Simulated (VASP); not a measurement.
# SiW8C8Cl4 in VASP: single point with PBEsol

Aim: the single point of SiW8C8Cl4 with PBEsol.

Everything below comes from runs of VASP 6.6.1. Logs are shortened: lines on timing, memory, paths and dates and some standing lists are left out, and cuts for length are marked.

## Step 1: The cell of the first run

The cell holds a slab with vacuum, 21 atoms: a = 5.706 Å, b = 5.706 Å, c = 20.200 Å, α = 90.00°, β = 90.00°, γ = 120.00°.

## Step 2: Single point, PBEsol

INCAR

```
SYSTEM = SiW8C8Cl4
PREC     = Accurate       ! precision mode
ENCUT    = 520            ! plane-wave cutoff, eV
EDIFF    = 1E-6           ! SCF threshold, eV
ISMEAR   = -1             ! smearing method
SIGMA    = 0.15           ! smearing width, eV
LREAL    = Auto         
LASPH    = .TRUE.         ! aspherical terms in the spheres
NELM     = 60             ! most SCF steps
ALGO     = Normal         ! electronic algorithm
ISIF     = 2              ! what is computed and relaxed
LWAVE    = .FALSE.        ! write WAVECAR
LCHARG   = .FALSE.        ! write CHGCAR
GGA      = PS             ! functional
NBANDS   = 104            ! bands
```

KPOINTS

```
Automatic mesh
0
G
  3 3 1
  0 0 0
```

POSCAR

```
SiW8C8Cl4
1.0
    5.7058800000      0.0000000000      0.0000000000
   -2.8529400000      4.9414370000      0.0000000000
    0.0000000000      0.0000000000     20.2001350000
W C Si Cl
8 8 1 4
Direct
    0.0000000000      0.0000000000      0.0495046196
   -0.0052697127     -0.0360219102      0.2038946769
   -0.0000071297      0.4999962561      0.0495046196
    0.0078542738      0.4628613094      0.1900333834
    0.4999929897      0.0000000000      0.0495046196
    0.5054162104     -0.0209453242      0.1894492289
    0.5000033858      0.4999962561      0.0495046196
    0.5033308400      0.4624160948      0.1934145490
    0.3310552402      0.1402628426      0.1091180826
    0.3331891207      0.1633532918      0.2825327653
    0.3441875170      0.6451564595      0.1143952751
    0.3214213998      0.6539190928      0.2508696105
    0.8251252808      0.1350416893      0.1108210415
    0.8273368765      0.1386236433      0.2489834845
    0.8364208164      0.6547690480      0.1123358829
    0.8337050430      0.6275704820      0.2571616477
    0.4351196429      1.1779569384      0.3723737490
    0.8104661995      1.2115301682      0.4817938098
   -0.0893488584      0.5272757702      0.3470026314
    0.4895813927      0.7471915558      0.3327007468
    0.2443361270      1.1017240531      0.4669721267
```

Potentials or basis: VASP PAW PBE potentials, release 64 (W_sv, C, Si, Cl).

Command:

```sh
$ cat potpaw_PBE.64/W_sv/POTCAR potpaw_PBE.64/C/POTCAR potpaw_PBE.64/Si/POTCAR potpaw_PBE.64/Cl/POTCAR > POTCAR
$ mpirun -np 1 vasp_std > vasp.out
```

OUTCAR:

```text
SYSTEM = SiW8C8Cl4
   PREC = Accurate
   ENCUT = 520
   EDIFF = 1E-6
   ISMEAR = -1
   LREAL = Auto
   LASPH = .TRUE.
   NELM = 60
   ISIF = 2
   GGA = PS

 ion  position               nearest neighbor table
   1  0.000  0.000  0.050-  13 1.97   9 2.04  15 2.13   5 2.85   7 2.85   3 2.85   3 2.85   7 2.85
                             5 2.85   2 3.12
   2  0.995  0.964  0.204-  14 1.92  16 1.98  10 2.31  15 2.40  13 2.52   9 2.54   4 2.82   8 2.84
                             6 2.85   8 2.88   6 2.89   4 2.91   1 3.12
   3  1.000  0.500  0.050-  15 2.02  11 2.15  13 2.19   4 2.85   7 2.85   5 2.85   1 2.85   1 2.85
                             5 2.85   7 2.85
   4  0.008  0.463  0.190-  12 1.99  14 2.00  16 2.15  11 2.26  13 2.28  15 2.39   6 2.82   2 2.82
                             8 2.83   3 2.85   8 2.88   6 2.89   2 2.91
   5  0.500  0.000  0.050-   9 1.95  13 2.03  11 2.19   6 2.83   7 2.85   1 2.85   3 2.85   3 2.85
                             1 2.85   7 2.85
   6  0.505  0.979  0.189-  14 1.99  12 2.03  13 2.24  11 2.24   9 2.32  10 2.58   8 2.77   4 2.82
                             5 2.83   2 2.85   2 2.89   4 2.89   8 2.94
   7  0.500  0.500  0.050-  11 1.98  15 2.09   9 2.15   3 2.85   5 2.85   1 2.85   1 2.85   5 2.85
                             3 2.85   8 2.92
   8  0.503  0.462  0.193-  16 2.08  12 2.18  11 2.33  15 2.33   9 2.33  10 2.33   6 2.77   4 2.83
                             2 2.84   4 2.88   2 2.88   7 2.92   6 2.94
   9  0.331  0.140  0.109-   5 1.95   1 2.04   7 2.15   6 2.32   8 2.33   2 2.54
  10  0.333  0.163  0.283-  17 1.89   2 2.31   8 2.33   6 2.58
  11  0.344  0.645  0.114-   7 1.98   3 2.15   5 2.19   6 2.24   4 2.26   8 2.33
  12  0.321  0.654  0.251-  20 1.85   4 1.99   6 2.03   8 2.18
  13  0.825  0.135  0.111-   1 1.97   5 2.03   3 2.19   6 2.24   4 2.28   2 2.52
  14  0.827  0.139  0.249-   2 1.92   6 1.99   4 2.00
  15  0.836  0.655  0.112-   3 2.02   7 2.09   1 2.13   8 2.33   4 2.39   2 2.40
  16  0.834  0.628  0.257-   2 1.98  19 2.02   8 2.08   4 2.15
  17  0.435  0.178  0.372-  10 1.89  21 2.13  19 2.49  20 2.75
  18  0.810  0.212  0.482-
  19  0.911  0.527  0.347-  16 2.02  17 2.49
  20  0.490  0.747  0.333-  12 1.85  17 2.75
  21  0.244  0.102  0.467-  17 2.13

  LATTYP: Found a hexagonal cell.
 ALAT       =     5.7058800000
 C/A-ratio  =     3.5402313053

  Lattice vectors:

 A1 = (   5.7058800000,   0.0000000000,   0.0000000000)
 A2 = (  -2.8529400000,   4.9414370000,   0.0000000000)
 A3 = (   0.0000000000,   0.0000000000,  20.2001350000)

Analysis of symmetry for initial positions (statically):
=====================================================================
 Subroutine PRICEL returns:
 Original cell was already a primitive cell.

 Routine SETGRP: Setting up the symmetry group for a
 hexagonal supercell.

 Subroutine GETGRP returns: Found  1 space group operations
 (whereof  1 operations were pure point group operations)
 out of a pool of 24 trial point group operations.

The static configuration has the point symmetry C_1 .

Analysis of symmetry for dynamics (positions and initial velocities):
=====================================================================
 Subroutine PRICEL returns:
 Original cell was already a primitive cell.

 Routine SETGRP: Setting up the symmetry group for a
 hexagonal supercell.

 Subroutine GETGRP returns: Found  1 space group operations
 (whereof  1 operations were pure point group operations)
 out of a pool of 24 trial point group operations.

The dynamic configuration has the point symmetry C_1 .

 Subroutine INISYM returns: Found  1 space group operations
 (whereof  1 operations are pure point group operations),
 and found     1 'primitive' translations

----------------------------------------------------------------------------------------

                                     Primitive cell

  volume of cell :     569.5478

  direct lattice vectors                    reciprocal lattice vectors
     5.705880000  0.000000000  0.000000000     0.175257804  0.101185141  0.000000000
    -2.852940000  4.941437000  0.000000000     0.000000000  0.202370282  0.000000000
     0.000000000  0.000000000 20.200135000     0.000000000  0.000000000  0.049504620

  length of vectors
     5.705880000  5.705879973 20.200135000     0.202370281  0.202370282  0.049504620

  position of ions in fractional coordinates (direct lattice)
     0.000000000  0.000000000  0.049504620
     0.994730287  0.963978090  0.203894677
     0.999992870  0.499996256  0.049504620
     0.007854274  0.462861309  0.190033383
     0.499992990  0.000000000  0.049504620
     0.505416210  0.979054676  0.189449229
[... 13 lines left out ...]
     0.489581393  0.747191556  0.332700747
     0.244336127  0.101724053  0.466972127

  ion indices of the primitive-cell ions
   primitive index   ion index
                 1           1
                 2           2
                 3           3
                 4           4
                 5           5
                 6           6
[... 13 lines left out ...]
                20          20
                21          21

----------------------------------------------------------------------------------------

 KPOINTS: Automatic mesh

Automatic generation of k-mesh.
 Grid dimensions read from file:
 generate k-points for:    3    3    1

 Generating k-lattice:

  Cartesian coordinates                     Fractional coordinates (reciprocal lattice)
     0.058419268  0.033728380  0.000000000     0.333333333  0.000000000  0.000000000
     0.000000000  0.067456761  0.000000000     0.000000000  0.333333333  0.000000000
     0.000000000  0.000000000  0.049504620     0.000000000  0.000000000  1.000000000

  Length of vectors
     0.067456760  0.067456761  0.049504620

  Shift w.r.t. Gamma in fractional coordinates (k-lattice)
     0.000000000  0.000000000  0.000000000

 Subroutine IBZKPT returns following result:
 ===========================================

 Found      5 irreducible k-points:

 Following reciprocal coordinates:
            Coordinates               Weight
  0.000000  0.000000  0.000000      1.000000
  0.333333  0.000000  0.000000      2.000000
  0.000000  0.333333  0.000000      2.000000
 -0.333333  0.333333  0.000000      2.000000
  0.333333  0.333333  0.000000      2.000000
   k-points           NKPTS =      5   k-points in BZ     NKDIM =      5   number of bands    NBANDS=    104
   number of dos      NEDOS =    301   number of ions     NIONS =     21
   total plane-waves  NPLWV = 264600
   dimension x,y,z NGX =    42 NGY =   42 NGZ =  150
   dimension x,y,z NGXF=    84 NGYF=   84 NGZF=  300
   ions per type =               8   8   1   4
   NGX,Y,Z   is equivalent  to a cutoff of  12.24, 12.24, 12.34 a.u.
   NGXF,Y,Z  is equivalent  to a cutoff of  24.47, 24.47, 24.69 a.u.
 SYSTEM =  SiW8C8Cl4
   PREC   = accura    normal or accurate (medium, high low for compatibility)
   ISTART =      0    job   : 0-new  1-cont  2-samecut
   ICHARG =      2    charge: 1-file 2-atom 10-const
   ISPIN  =      1    spin polarized calculation?
   LNONCOLLINEAR =      F non collinear calculations
   LSORBIT =      F    spin-orbit coupling
   LASPH  =      T    aspherical Exc in radial PAW
   ENCUT  =  520.0 eV  38.22 Ry    6.18 a.u.  10.61 10.61 37.56*2*pi/ulx,y,z
   NELM   =     60;   NELMIN=  2; NELMDL= -5     # of ELM steps
   EDIFF  = 0.1E-05   stopping-criterion for ELM
   LREAL  =      T    real-space projection
   EDIFFG = 0.1E-04   stopping-criterion for IOM
   NSW    =      0    number of steps for IOM
   IBRION =     -1    ionic relax: 0-MD 1-quasi-New 2-CG
   NFREE  =      0    steps in history (QN), initial steepest desc. (CG)
   ISIF   =      2    stress and relaxation
   ISYM   =      2    0-nonsym 1-usesym 2-fastsym
   POTIM  = 0.5000    time-step for ionic-motion
   TEBEG  =    0.0;   TEEND  =   0.0 temperature during run
   PSTRESS=    0.0 pullay stress
   NELECT =     176.0000    total number of electrons
   NUPDOWN=      -1.0000    fix difference up-down
   EMIN   =  10.00;   EMAX   =-10.00  energy-range for DOS
   EFERMI =   0.00;   METHOD = LEGACY
   ISMEAR =    -1;   SIGMA  =   0.15  broadening in eV -4-tet -1-fermi 0-gaus
   EFERMI_NEDOS =   21; number of points for ismear=-14 and -15
   IALGO  =     38    algorithm
   IMIX   =      4    mixing-type and parameters
     AMIX     =   0.40;   BMIX     =  1.00
     AMIX_MAG =   1.60;   BMIX_MAG =  1.00
  volume/ion in A,a.u.               =      27.12       183.02
  Fermi-wavevector in a.u.,A,eV,Ry     =   1.106800  2.091548 16.667210  1.225005
  Thomas-Fermi vector in A             =   2.243305
   LORBIT       =      0    0 simple, 1 ext, 2 COOP (PROOUT), +10 PAW based schemes
   GGA     = PS    functional components
   LHFCALC =     F    Hartree Fock is set to
   AEXX    =    0.0000 exact exchange contribution
   IVDW    =     0    specifies the selected vdW correction
   LEPSILON=     F    determine dielectric tensor
   LRPA    =     F    only Hartree local field effects (RPA)
 non-spin polarized calculation
  energy-cutoff  :      520.00
  volume of cell :      569.55
 maximum number of plane-waves:     15354
 NGX is ok and might be reduce to    42
   NGX = 21   NGY = 21   NGZ = 75

 number of electron     175.9999999 magnetization

 Free energy of the ion-electron system (eV)
  ---------------------------------------------------
  ext. energy  EPLUGINS =         0.00000000
  ---------------------------------------------------
  free energy    TOTEN  =      -186.62245362 eV

  energy without entropy =     -186.06236943  energy(sigma->0) =     -186.34241152

 E-fermi :   0.8461     XC(G=0):  -6.8037

 val. band max:        0.8354943866   @ k =   0.0000   0.0000   0.0000
 cond. band min:       0.8651637088   @ k =   0.0000   0.3333   0.0000
 fundamental gap:      0.0296693222
 Fermi energy:         0.8460854632

 k-point     1 :       0.0000    0.0000    0.0000
  band No.  band energies     occupation
      1     -73.0147      2.00000
      2     -72.9644      2.00000
      3     -72.8304      2.00000
      4     -72.8107      2.00000
      5     -72.7823      2.00000
      6     -72.7472      2.00000
[... 92 lines left out ...]
     99       3.5348      0.00000
    100       3.7245      0.00000

 k-point     2 :       0.3333    0.0000    0.0000
  band No.  band energies     occupation
      1     -73.0053      2.00000
      2     -72.9713      2.00000
      3     -72.8267      2.00000
      4     -72.7977      2.00000
      5     -72.7850      2.00000
      6     -72.7514      2.00000
[... 92 lines left out ...]
     99       3.3388      0.00000
    100       3.5110      0.00000

 k-point     3 :       0.0000    0.3333    0.0000
  band No.  band energies     occupation
      1     -73.0053      2.00000
      2     -72.9712      2.00000
      3     -72.8269      2.00000
      4     -72.7967      2.00000
      5     -72.7853      2.00000
      6     -72.7592      2.00000
[... 92 lines left out ...]
     99       3.1989      0.00000
    100       3.3123      0.00000

 k-point     4 :      -0.3333    0.3333    0.0000
  band No.  band energies     occupation
      1     -73.0099      2.00000
      2     -72.9639      2.00000
      3     -72.8345      2.00000
      4     -72.7948      2.00000
      5     -72.7821      2.00000
      6     -72.7589      2.00000
[... 92 lines left out ...]
     99       3.3706      0.00000
    100       3.4867      0.00000

 k-point     5 :       0.3333    0.3333    0.0000
  band No.  band energies     occupation
      1     -73.0024      2.00000
      2     -72.9714      2.00000
      3     -72.8294      2.00000
      4     -72.7911      2.00000
      5     -72.7729      2.00000
      6     -72.7656      2.00000
[... 92 lines left out ...]
     99       3.2346      0.00000
    100       3.4892      0.00000
 [bands above 100 left out]

------------------------ aborting loop because EDIFF is reached ----------------------------------------

  FORCE on cell =-STRESS in cart. coord.  units (eV):
  Direction    XX          YY          ZZ          XY          YZ          ZX
  --------------------------------------------------------------------------------------
  -------------------------------------------------------------------------------------
  Total       13.6485745      6.0855163    -21.4838742     -2.8432788      5.2629035    -10.6879371
  in kB       38.3943843     17.1189785    -60.4356245     -7.9983400     14.8049116    -30.0659066
  external PRESSURE =      -1.6407539 kB  Pullay stress =       0.0000000 kB

 VOLUME and BASIS-vectors are now :
 -----------------------------------------------------------------------------
  energy-cutoff  :      520.00
  volume of cell :      569.55
      direct lattice vectors                 reciprocal lattice vectors
     5.705880000  0.000000000  0.000000000     0.175257804  0.101185141  0.000000000
    -2.852940000  4.941437000  0.000000000     0.000000000  0.202370282  0.000000000
     0.000000000  0.000000000 20.200135000     0.000000000  0.000000000  0.049504620

 POSITION                                       TOTAL-FORCE (eV/Angst)
 -----------------------------------------------------------------------------------
      0.00000      0.00000      1.00000         0.819636     -1.400841     -0.421886
      2.92564      4.76344      4.11870         2.095282      1.063440     -1.339623
      4.27938      2.47070      1.00000         0.815559     -0.814543     -0.434593
     -1.27570      2.28720      3.83870        -2.274756      0.957204     -1.039931
      2.85290      0.00000      1.00000         1.025017     -1.587248     -1.548727
      0.09066      4.83794      3.82690        -0.839412      0.400434     -0.297892
[... 13 lines left out ...]
      0.66180      3.69220      6.72060        -1.265911     -0.774938      0.674025
      1.10394      0.50266      9.43290         0.238650      0.415600     -1.863883
 -----------------------------------------------------------------------------------
    total drift:                                0.007401     -0.002579      0.002607

  FREE ENERGIE OF THE ION-ELECTRON SYSTEM (eV)
  ---------------------------------------------------
  free  energy   TOTEN  =      -186.6224536223 eV

  energy  without entropy=     -186.0623694274  energy(sigma->0) =     -186.34241152
```

It took 15 min on 1 thread of Intel Xeon Platinum 8488C (Sapphire Rapids), shared host; peak memory 0.67 GiB.

Results:

- Free energy: -186.6225 eV
- Largest force: 3.426 eV/Å
- Band gap on the k mesh: zero (bands 88 and 89 overlap by 0.71 eV)

Forces in eV/Å, atoms in the order of the input:
```
W    0.820 -1.401 -0.422
W    2.095  1.063 -1.340
W    0.816 -0.815 -0.435
W   -2.275  0.957 -1.040
W    1.025 -1.587 -1.549
W   -0.839  0.400 -0.298
W    1.049 -0.985 -0.585
W   -0.958  0.304  0.568
C   -0.741  1.517  2.945
C   -0.081 -0.239 -2.932
C   -1.132  0.733  1.268
C    3.052  0.419  1.500
C   -0.353  1.484  1.688
C   -0.191  0.049  0.524
C   -0.201 -0.115  1.788
C    0.941 -0.958  0.924
Si   0.839  0.055 -0.464
Cl  -0.342 -0.115 -0.786
Cl  -2.496 -0.411 -0.166
Cl  -1.266 -0.775  0.674
Cl   0.239  0.416 -1.864
```

Caveat: the k points lie up to 0.42 Å⁻¹ apart, too coarse for converged energies and pressures of a metal; the PAW data sets were made with another functional, which shifts forces and pressure a little; spin-orbit coupling is left out, which moves the levels of the heavy elements.
